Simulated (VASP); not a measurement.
Write the native input for VASP 6.6.1 that does the following.

```
Task                   : single point
Functional             : PBE
Potentials or basis    : VASP PAW PBE potentials, release 64 (Ga_d, Si)
Cutoff                 : 520 eV
k mesh                 : 6 × 6 × 6
Occupations            : gaussian, width 0.1 eV
Spin                   : no spin polarisation
Dipole correction      : no
Further INCAR settings : ALGO = Normal; EDIFF = 1e-06; NBANDS = 16
```

The structure of GaSi lies in POSCAR:

```
GaSi
1.0
    3.3588711000      0.0000000000      0.0000000000
    0.0000000000      3.3588711000      0.0000000000
    0.0000000000      0.0000000000      3.6552638600
Ga Si
1 1
Direct
    0.5000000000      0.5000000000      0.5000000000
    0.5000000000      0.5000000000      0.0000000000
```

The cell was generated, and may not be a known phase.

The input as run:

INCAR

```
ALGO = Normal ; EDIFF = 1E-6
ENCUT = 520 ; GGA = PE
ISIF = 2 ; ISMEAR = 0
LASPH = T ; LCHARG = F
LREAL = F ; LWAVE = F
NBANDS = 16 ; NELM = 60
PREC = Accurate ; SIGMA = 0.1
```

KPOINTS

```
k-points
0
Gamma
  6 6 6
```

Potentials or basis: VASP PAW PBE potentials, release 64 (Ga_d, Si).

Launch:

```sh
$ cat potpaw_PBE.64/Ga_d/POTCAR potpaw_PBE.64/Si/POTCAR > POTCAR
$ mpirun -np 1 vasp_std > vasp.out
```

Results of the run:

```
Pressure               : 55.5 GPa
Band gap on the k mesh : zero (an odd number of electrons rules out a gap without spin polarisation)
```

Caveat: the stress differs along the axes, from -2 to 170 GPa.

Run time: 32 s on 1 thread of Intel Xeon 8259CL (shared host), peak memory 0.17 GiB.
